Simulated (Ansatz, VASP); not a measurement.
Tl3H2: VASP beside Ansatz

File INCAR:

```
ALGO = Normal
EDIFF = 1E-7
EDIFFG = -0.04
ENCUT = 600
GGA = PE
IBRION = 2
ISIF = 3
ISMEAR = 0
LASPH = True
LCHARG = False
LREAL = False
LWAVE = False
NELM = 60
NSW = 90
PREC = Accurate
SIGMA = 0.1
```

File KPOINTS:

```
k-points
0
Gamma
  6 6 6
```

POSCAR

```
Tl3H2
1.0
    1.8448208072      1.0651077896      8.5516802369
   -1.8448208072      1.0651077896      8.5516802369
    0.0000000000     -2.1302155792      8.5516802369
Tl H
3 2
Direct
    0.0000000000      0.0000000000      0.0000000000
    0.2095000000      0.2095000000      0.2095000000
    0.7905000000      0.7905000000      0.7905000000
    0.4000000000      0.4000000000      0.4000000000
    0.6000000000      0.6000000000      0.6000000000
```

Input for Ansatz:

```yaml
crystal:
  lattice:
    - [1.8448208072, 1.0651077896, 8.5516802369]
    - [-1.8448208072, 1.0651077896, 8.5516802369]
    - [0.0, -2.1302155792, 8.5516802369]
  atoms:
    - { symbol: Tl, position: [0.0, 0.0, 0.0] }
    - { symbol: Tl, position: [0.2095, 0.2095, 0.2095] }
    - { symbol: Tl, position: [0.7905, 0.7905, 0.7905] }
    - { symbol: H, position: [0.4, 0.4, 0.4] }
    - { symbol: H, position: [0.6, 0.6, 0.6] }
basis:
  ecutwfc: 420
kpoints:
  mp_grid: { grid: [6, 6, 6] }
hamiltonian:
  xc: pbe
scf:
  occupations: { method: gaussian, width: 0.1 }
  lower_state_search: "off"
output:
  forces: true
  stress: true
  eigenvalues: true
relax:
  adjacent_minimum: "off"
  f_tol: 0.04
  max_steps: 70
  cell: { stress_tol: 0.4 }
```

Alike in both runs: task relaxation of cell and atoms; functional PBE; k mesh 6 × 6 × 6; occupations gaussian, width 0.1 eV; no spin polarisation.

```csv
,VASP,Ansatz
version,VASP 6.6.1,Ansatz 0.2.0
potentials or method,"VASP PAW PBE potentials, release 64 (Tl_d, H), cutoff 600 eV","scalar-relativistic, plane waves, PAW"
valence electrons in the cell,41,41
```

Ansatz gave:

| Item | Value |
| --- | --- |
| gap on the k mesh at the Fermi level, each at its own relaxed structure (eV) | none |
| relaxed volume (Å³/atom) | 22.00 |
| relaxed length of the cell vector where the two differ most in proportion (Å) | 9.776 |

**Question.** What did VASP give for the same quantities?

**Answer.** gap on the k mesh at the Fermi level, each at its own relaxed structure (eV): none; relaxed volume (Å³/atom): 22.03; relaxed length of the cell vector where the two differ most in proportion (Å): 9.688.

A gap of «none» marks a metal or a gap that the smearing closes.

Spin-orbit coupling is off throughout.
